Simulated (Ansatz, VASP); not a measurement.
# HfO2 in VASP and in Ansatz

File POSCAR:

```
HfO2
1.0
    0.0000000000      2.5575000000      2.5575000000
    2.5575000000      0.0000000000      2.5575000000
    2.5575000000      2.5575000000      0.0000000000
Hf O
1 2
Direct
    0.0000000000      0.0000000000      0.0000000000
    0.7500000000      0.7500000000      0.7500000000
    0.2500000000      0.2500000000      0.2500000000
```

INCAR.step1

```
PREC = Accurate
ENCUT = 520
EDIFF = 1E-5
ISMEAR = -1
SIGMA = 0.05
LREAL = F
LASPH = T
NELM = 60
ALGO = Normal
ISIF = 2
LWAVE = T
NBANDS = 18
GGA = PE
```

The input INCAR.step2:

```
PREC = Accurate
ENCUT = 520
EDIFF = 1E-6
ISMEAR = -1
SIGMA = 0.05
LREAL = F
LASPH = T
NELM = 60
ALGO = Normal
ISIF = 2
LWAVE = F
LCHARG = T
GGA = PE
LHFCALC = T
AEXX = 0.5
HFSCREEN = 0.2078699
PRECFOCK = Normal
LELF = T
LVHAR = T
NBANDS = 18
ISTART = 1
```

KPOINTS

```
regular mesh
0
Gamma
  5 5 5
```

File input.yaml:

```yaml
crystal:
  lattice:
    - [0.0, 2.5575, 2.5575]
    - [2.5575, 0.0, 2.5575]
    - [2.5575, 2.5575, 0.0]
  atoms:
    - { symbol: Hf, position: [0.0, 0.0, 0.0] }
    - { symbol: O, position: [0.75, 0.75, 0.75] }
    - { symbol: O, position: [0.25, 0.25, 0.25] }
hamiltonian:
  xc:
    exchange: pbe
    correlation: pbe
    exx: { coeff: 0.5, omega: 0.2078699 }
  pseudopotentials: { kind: paw }
kpoints:
  mp_grid: { grid: [5, 5, 5] }
scf:
  occupations: { method: fermi_dirac, width: 0.05 }
output:
  forces: true
  stress: true
  eigenvalues: true
```

Alike in both runs: task single point; functional PBE-based screened hybrid with a share of 0.5 of exact exchange and HFSCREEN = 0.2078699; k mesh 5 × 5 × 5; occupations fermi-dirac, width 0.05 eV; no spin polarisation.

|  | VASP | Ansatz |
| --- | --- | --- |
| version | VASP 6.6.1 | Ansatz 0.2.0 |
| potentials or method | VASP PAW PBE potentials, release 64 (Hf_pv, O) | Ansatz PAW |
| plane-wave cutoff (eV) | 520 | 420 |
| valence electrons in the cell | 22 | 38 |

VASP gave:

```
gap on the k mesh at the Fermi level (eV) : 7.31
least direct gap on the mesh (eV)         : 7.56
pressure (GPa)                            : -20.0
```

**Question.** What did Ansatz give for the same quantities?

**Answer.** gap on the k mesh at the Fermi level (eV): 7.43; least direct gap on the mesh (eV): 7.68; pressure (GPa): -14.5.

VASP's potentials were made for PBE, not for PBE-based screened hybrid. VASP's potentials hold 22 valence electrons a cell and Ansatz's 38, so a difference there can come from the potentials and not from the codes.

The k mesh is coarse, so the values compare programs but aren't converged. Neither program's run includes spin-orbit coupling. Noted on Ansatz's run: odd divisions of the mesh miss points on the zone boundary, where band edges often lie, so the gap on the mesh can be too wide.
